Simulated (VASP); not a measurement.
# Hf (R-3m) in VASP: further runs

Runs on Hf. Level: PBEsol. Tasks: single point.

Everything below comes from runs of VASP 6.6.1. Logs are shortened: lines on timing, memory, paths and dates and some standing lists are left out, and cuts for length are marked.

## 1. The cell of the first run

It takes space group R-3m (No. 166, trigonal). Conventional cell: a = 2.954 Å, b = 2.954 Å, c = 8.684 Å, α = 90.00°, β = 90.00°, γ = 120.00°. Within 3.9 Å of Hf (site symmetry -3m) lie 12 Hf at 2.95 to 3.36 Å.

## 2. Single point, PBEsol

Contents of INCAR:

```
SYSTEM = Hf
PREC     = Accurate       ! precision mode
ENCUT    = 500            ! plane-wave cutoff, eV
EDIFF    = 1E-6           ! SCF threshold, eV
ISMEAR   = 0              ! smearing method
SIGMA    = 0.15           ! smearing width, eV
LREAL    = .False.        ! projectors in reciprocal space
LASPH    = .True.         ! aspherical terms in the spheres
NELM     = 120            ! most SCF steps
ALGO     = Normal         ! electronic algorithm
ISIF     = 2              ! what is computed and relaxed
LWAVE    = .False.        ! write WAVECAR
LCHARG   = .True.         ! write CHGCAR
GGA      = PS             ! functional
LELF     = .True.         ! ELF
LVHAR    = .True.       
NBANDS   = 11             ! bands
GGA_COMPAT= .False.
```

Contents of KPOINTS:

```
regular mesh
0
Gamma
  20 20 20
  0 0 0
```

Contents of POSCAR:

```
Hf
1.0
    0.2785466645      2.3676466487      2.3676466487
    2.3676466487      0.2785466645      2.3676466487
    2.3676466487      2.3676466487      0.2785466645
Hf
1
Direct
    0.0000000000      0.0000000000      0.0000000000
```

Potentials or basis: VASP PAW PBE potentials, release 64 (Hf_pv).

Started as:

```bash
cat potpaw_PBE.64/Hf_pv/POTCAR > POTCAR
mpirun -np 1 vasp_std > vasp.out
```

OUTCAR:

```text
SYSTEM = Hf
   PREC = Accurate
   ENCUT = 500
   EDIFF = 1E-6
   ISMEAR = 0
   LREAL = .False.
   LASPH = .True.
   NELM = 120
   ISIF = 2
   GGA = PS

 ion  position               nearest neighbor table
   1  0.000  0.000  0.000-

  LATTYP: Found a trigonal (rhomboedric) cell.
 ALAT       =     3.3599240394
 COS(alpha) =     0.6134020618

  Lattice vectors:

 A1 = (   0.2785466645,   2.3676466487,   2.3676466487)
 A2 = (   2.3676466487,   0.2785466645,   2.3676466487)
 A3 = (   2.3676466487,   2.3676466487,   0.2785466645)

Analysis of symmetry for initial positions (statically):
=====================================================================
 Subroutine PRICEL returns:
 Original cell was already a primitive cell.

 Routine SETGRP: Setting up the symmetry group for a
 trigonal (rhombohedral) supercell.

 Subroutine GETGRP returns: Found 12 space group operations
 (whereof 12 operations were pure point group operations)
 out of a pool of 12 trial point group operations.

The static configuration has the point symmetry D_3d.

Analysis of symmetry for dynamics (positions and initial velocities):
=====================================================================
 Subroutine PRICEL returns:
 Original cell was already a primitive cell.

 Routine SETGRP: Setting up the symmetry group for a
 trigonal (rhombohedral) supercell.

 Subroutine GETGRP returns: Found 12 space group operations
 (whereof 12 operations were pure point group operations)
 out of a pool of 12 trial point group operations.

The dynamic configuration has the point symmetry D_3d.

 Subroutine INISYM returns: Found 12 space group operations
 (whereof 12 operations are pure point group operations),
 and found     1 'primitive' translations

----------------------------------------------------------------------------------------

                                     Primitive cell

  volume of cell :      21.8821

  direct lattice vectors                    reciprocal lattice vectors
     0.278546664  2.367646649  2.367646649    -0.252634044  0.226040987  0.226040987
     2.367646649  0.278546664  2.367646649     0.226040987 -0.252634044  0.226040987
     2.367646649  2.367646649  0.278546664     0.226040987  0.226040987 -0.252634044

  length of vectors
     3.359924039  3.359924039  3.359924039     0.407446948  0.407446948  0.407446948
[... 78 lines left out ...]
   NELM   =    120;   NELMIN=  2; NELMDL= -5     # of ELM steps
   EDIFF  = 0.1E-05   stopping-criterion for ELM
   LREAL  =      F    real-space projection
   EDIFFG = 0.1E-04   stopping-criterion for IOM
   NSW    =      0    number of steps for IOM
   IBRION =     -1    ionic relax: 0-MD 1-quasi-New 2-CG
   NFREE  =      0    steps in history (QN), initial steepest desc. (CG)
   ISIF   =      2    stress and relaxation
   ISYM   =      2    0-nonsym 1-usesym 2-fastsym
   POTIM  = 0.5000    time-step for ionic-motion
   TEBEG  =    0.0;   TEEND  =   0.0 temperature during run
   PSTRESS=    0.0 pullay stress
   NELECT =      10.0000    total number of electrons
   NUPDOWN=      -1.0000    fix difference up-down
   EMIN   =  10.00;   EMAX   =-10.00  energy-range for DOS
   EFERMI =   0.00;   METHOD = LEGACY
   ISMEAR =     0;   SIGMA  =   0.15  broadening in eV -4-tet -1-fermi 0-gaus
   EFERMI_NEDOS =   21; number of points for ismear=-14 and -15
   IALGO  =     38    algorithm
   IMIX   =      4    mixing-type and parameters
     AMIX     =   0.40;   BMIX     =  1.00
     AMIX_MAG =   1.60;   BMIX_MAG =  1.00
  volume/ion in A,a.u.               =      21.88       147.67
  Fermi-wavevector in a.u.,A,eV,Ry     =   1.260991  2.382927 21.634588  1.590097
  Thomas-Fermi vector in A             =   2.394472
   LORBIT       =      0    0 simple, 1 ext, 2 COOP (PROOUT), +10 PAW based schemes
   GGA     = PS    functional components
   LHFCALC =     F    Hartree Fock is set to
   AEXX    =    0.0000 exact exchange contribution
   IVDW    =     0    specifies the selected vdW correction
   LEPSILON=     F    determine dielectric tensor
   LRPA    =     F    only Hartree local field effects (RPA)
 non-spin polarized calculation
 Gauss-broadening in eV      SIGMA  =   0.15
  energy-cutoff  :      500.00
  volume of cell :       21.88
 maximum number of plane-waves:       574
 NGX is ok and might be reduce to    28

 number of electron      10.0000000 magnetization

 number of electron       9.9999999 magnetization

 Free energy of the ion-electron system (eV)
  ---------------------------------------------------
  ext. energy  EPLUGINS =         0.00000000
  ---------------------------------------------------
  free energy    TOTEN  =       -10.28082254 eV

  energy without entropy =      -10.26615186  energy(sigma->0) =      -10.27348720

 E-fermi :   4.6922     XC(G=0): -11.4616

 val. band max:        4.6916983254   @ k =   0.3500   0.1000  -0.0000
 cond. band min:       4.6923259742   @ k =   0.3500   0.0500  -0.0000
 fundamental gap:      0.0006276487
 Fermi energy:         4.6922235900

 k-point     1 :       0.0000    0.0000    0.0000
  band No.  band energies     occupation
      1     -25.3306      2.00000
      2     -24.9669      2.00000
      3     -24.9669      2.00000
      4      -2.5280      2.00000
      5       4.3778      1.99697
      6       6.6616      0.00000
      7       6.6616      0.00000
      8       9.5656      0.00000
      9       9.5656      0.00000
     10      15.5514      0.00000
     11      17.9110      0.00000
[... 309 lines left out ...]
 k-point    24 :      -0.3500    0.0500   -0.0000
  band No.  band energies     occupation
      1     -26.0201      2.00000
      2     -25.3098      2.00000
      3     -25.2028      2.00000
      4       0.9441      2.00000
      5       4.6947      0.98146
      6       5.1920      0.00000
      7       7.3523      0.00000
      8       8.8586      0.00000
      9      11.3959      0.00000
     10      15.0760      0.00000
     11      17.8851      0.00000

 [... further k-points ...]
[... 5 lines left out ...]
  --------------------------------------------------------------------------------------
  -------------------------------------------------------------------------------------
  Total       -0.1808786     -0.1808786     -0.1808786     -0.6728225     -0.6728225     -0.6728225
  in kB      -13.2436820    -13.2436820    -13.2436820    -49.2631468    -49.2631468    -49.2631468
  external PRESSURE =     -13.2436820 kB  Pullay stress =       0.0000000 kB

 VOLUME and BASIS-vectors are now :
 -----------------------------------------------------------------------------
  energy-cutoff  :      500.00
  volume of cell :       21.88
      direct lattice vectors                 reciprocal lattice vectors
     0.278546664  2.367646649  2.367646649    -0.252634044  0.226040987  0.226040987
     2.367646649  0.278546664  2.367646649     0.226040987 -0.252634044  0.226040987
     2.367646649  2.367646649  0.278546664     0.226040987  0.226040987 -0.252634044

 POSITION                                       TOTAL-FORCE (eV/Angst)
 -----------------------------------------------------------------------------------
      0.00000      0.00000      0.00000         0.000000      0.000000      0.000000
 -----------------------------------------------------------------------------------
    total drift:                               -0.000000     -0.000000     -0.000000

  FREE ENERGIE OF THE ION-ELECTRON SYSTEM (eV)
  ---------------------------------------------------
  free  energy   TOTEN  =       -10.2808225444 eV

  energy  without entropy=      -10.2661518581  energy(sigma->0) =      -10.27348720
```

stdout:

```text
POSCAR found type information on POSCAR Hf
 POSCAR found :  1 types and       1 ions
 scaLAPACK will be used
 -----------------------------------------------------------------------------
|                                                                             |
|                                                                             |
|     You enforced a specific xc type in the INCAR file but a different       |
|     I HOPE YOU KNOW WHAT YOU ARE DOING!                                     |
|                                                                             |
 -----------------------------------------------------------------------------

 LDA part: xc-table for (Slater+PW92), standard interpolation
 POSCAR, INCAR and KPOINTS ok, starting setup
 FFT: planning ... GRIDC
 FFT: planning ... GRID_SOFT
 FFT: planning ... GRID
 WAVECAR not read
 entering main loop
```

It took 87 s on 1 thread of Intel Xeon 6975P-C (Granite Rapids), shared host; peak memory 0.31 GiB.

What came out:

```yaml
Free_energy: -10.2808 eV
Pressure: -1.3 GPa
Band_gap_on_the_k_mesh: zero (band 5 reaches 5.15 eV, above the bottom of band 6 at 4.11 eV)
```

Caveat: the PAW data sets were made with another functional, which shifts forces and pressure a little; spin-orbit coupling is left out, which moves the levels of the heavy elements.

## 3. Single point, PBEsol

This run uses another cell than the first one, of the same volume but with other edges.

Contents of INCAR:

```
  PREC = Accurate
  ENCUT = 500
  EDIFF = 1E-6
  ISMEAR = 0
  SIGMA = 0.15
  LREAL = F
  LASPH = T
  NELM = 120
  ALGO = Normal
  ISIF = 2
  LWAVE = F
  LCHARG = T
  GGA = PS
  LELF = T
  LVHAR = T
  NBANDS = 11
  GGA_COMPAT = F
```

Contents of KPOINTS:

```
Automatic mesh
0
Gamma
  20 20 20
```

Contents of POSCAR:

```
Hf
1.0
    0.8680474153      2.7281490196      2.7281490196
    2.7281490196      0.8680474153      2.7281490196
    2.7281490196      2.7281490196      0.8680474153
Hf
1
Direct
    0.0000000000      0.0000000000      0.0000000000
```

Potentials or basis: VASP PAW PBE potentials, release 64 (Hf_pv).

Started as:

```bash
cat potpaw_PBE.64/Hf_pv/POTCAR > POTCAR
mpirun -np 1 vasp_std > vasp.out
```

Wall time 2.5 min (1 thread of Intel Xeon 6975P-C (Granite Rapids), shared host); peak memory 0.32 GiB.

Results (log left out):

```yaml
Free_energy: -9.0582 eV
Pressure: 18.4 GPa
Band_gap_on_the_k_mesh: zero (band 5 reaches 4.79 eV, above the bottom of band 6 at 3.88 eV)
```

Stress tensor (GPa, compression positive):
```
 18.39 -22.11 -22.11
-22.11  18.39 -22.11
-22.11 -22.11  18.39
```

Levels at points of the mesh, in eV from the Fermi level:
```tsv
k point	band 1	band 2	band 3	band 4	band 5	band 6	band 7	band 8	band 9	band 10
(0.00, 0.00, 0.00)	-30.16	-28.63	-28.63	-6.58	-2.18	2.19	2.19	7.02	7.53	7.53
(0.50, 0.00, 0.00)	-31.70	-29.66	-29.34	-3.88	-1.56	2.64	3.56	5.15	10.95	11.38
(0.50, 0.50, 0.00)	-31.69	-29.69	-29.34	-3.84	-2.42	4.52	4.59	5.91	8.77	11.39
(0.50, 0.50, 0.50)	-30.27	-28.64	-28.64	-5.18	-1.35	2.16	2.16	3.21	7.77	7.77
```

Caveat: the PAW data sets were made with another functional, which shifts forces and pressure a little; spin-orbit coupling is left out, which moves the levels of the heavy elements.

## 4. Single point, PBEsol

This run uses another cell than the first one, of the same volume but with other edges.

Contents of INCAR:

```
ALGO = Normal ; EDIFF = 1E-6
ENCUT = 500 ; GGA = PS
GGA_COMPAT = F ; ISIF = 2
ISMEAR = 0 ; LASPH = T
LCHARG = T ; LELF = T
LREAL = F ; LVHAR = T
LWAVE = F ; NBANDS = 11
NELM = 120 ; PREC = Accurate
SIGMA = 0.15
```

Contents of KPOINTS:

```
k-points
0
Gamma
  20 20 20
```

Contents of POSCAR:

```
Hf
1.0
   -0.1061366655      2.1682204522      2.1682204522
    2.1682204522     -0.1061366655      2.1682204522
    2.1682204522      2.1682204522     -0.1061366655
Hf
1
Direct
    0.0000000000      0.0000000000      0.0000000000
```

Started as:

```bash
cat potpaw_PBE.64/Hf_pv/POTCAR > POTCAR
mpirun -np 1 vasp_std > vasp.out
```

Run time: 40 s. Hardware: 1 thread of Intel Xeon 6975P-C (Granite Rapids), shared host; peak memory 0.29 GiB.

It converged, with:

```yaml
Free_energy: -10.4076 eV
Pressure: -1.7 GPa
Band_gap_on_the_k_mesh: zero (band 5 reaches 5.98 eV, above the bottom of band 6 at 4.17 eV)
```

Stress tensor (GPa, compression positive):
```
-1.66  3.27  3.27
 3.27 -1.66  3.27
 3.27  3.27 -1.66
```

Levels at points of the mesh, in eV from the Fermi level:
```
           k point  band 2  band 3  band 4  band 5  band 6  band 7  band 8  band 9
(0.00, 0.00, 0.00)  -29.92  -29.83   -7.30    0.94    0.94    2.19    4.33    4.33
(0.50, 0.00, 0.00)  -29.99  -29.96   -3.78    0.49    0.66    1.87    5.94    6.57
(0.50, 0.50, 0.00)  -30.27  -30.13   -3.36   -2.23    2.68    6.28    6.95    7.31
(0.50, 0.50, 0.50)  -30.09  -30.09   -3.53    0.88    0.88    1.30    6.73    6.73
```

Caveat: the PAW data sets were made with another functional, which shifts forces and pressure a little; spin-orbit coupling is left out, which moves the levels of the heavy elements.

## 5. Single point, PBEsol

This run uses another cell than the first one, of the same volume but with other edges.

Contents of INCAR:

```
ALGO = Normal
EDIFF = 1E-6
ENCUT = 500
GGA = PS
GGA_COMPAT = F
ISIF = 2
ISMEAR = 0
LASPH = T
LCHARG = F
LREAL = F
LWAVE = F
NBANDS = 11
NELM = 120
PREC = Accurate
SIGMA = 0.15
```

KPOINTS is that of step 4.

Contents of POSCAR:

```
Hf
1.0
    0.1154012334      2.2791743597      2.2791743597
    2.2791743597      0.1154012334      2.2791743597
    2.2791743597      2.2791743597      0.1154012334
Hf
1
Direct
    0.0000000000      0.0000000000      0.0000000000
```

Started as:

```bash
cat potpaw_PBE.64/Hf_pv/POTCAR > POTCAR
mpirun -np 1 vasp_std > vasp.out
```

Run time: 51 s. Hardware: 1 thread of Intel Xeon 6975P-C (Granite Rapids), shared host; peak memory 0.29 GiB.

The run converged. Its results:

- Free energy: -10.4060 eV
- Pressure: -1.7 GPa
- Band gap on the k mesh: zero (band 5 reaches 5.65 eV, above the bottom of band 6 at 4.16 eV)

Stress tensor (GPa, compression positive):
```
-1.69 -3.12 -3.12
-3.12 -1.69 -3.12
-3.12 -3.12 -1.69
```

Levels at points of the mesh, in eV from the Fermi level:
| k point | band 3 | band 4 | band 5 | band 6 | band 7 | band 8 |
| --- | --- | --- | --- | --- | --- | --- |
| (0.00, 0.00, 0.00) | -29.85 | -7.30 | 0.59 | 1.71 | 1.71 | 4.35 |
| (0.50, 0.00, 0.00) | -30.02 | -3.65 | 0.47 | 0.90 | 1.70 | 5.86 |
| (0.50, 0.50, 0.00) | -30.15 | -3.36 | -2.24 | 2.68 | 6.26 | 6.95 |
| (0.50, 0.50, 0.50) | -29.92 | -3.97 | 0.08 | 1.39 | 1.39 | 6.27 |

Caveat: the PAW data sets were made with another functional, which shifts forces and pressure a little; spin-orbit coupling is left out, which moves the levels of the heavy elements.

## 6. Summary

| cell | gap on the mesh (eV) | pressure (GPa) |
| --- | --- | --- |
| a = 3.360 Å, angles 52.2°, 1 atom | none | -1.3 |
| a = 3.955 Å, angles 38.9°, 1 atom | none | 18.4 |
| a = 3.068 Å, angles 63.2°, 1 atom | none | -1.7 |
| a = 3.225 Å, angles 56.6°, 1 atom | none | -1.7 |

Alike in all rows: task single point; level PBEsol; potentials or basis VASP PAW PBE potentials, release 64 (Hf_pv); no spin polarisation; k mesh 20 × 20 × 20; cutoff (eV) 500; smearing gaussian 0.15 eV.

Caveats: the PAW data sets were made with another functional, which shifts forces and pressure a little; spin-orbit coupling is left out, which moves the levels of the heavy elements.

Total energies depend on the potentials used, so only differences within one code and one set of settings carry meaning.
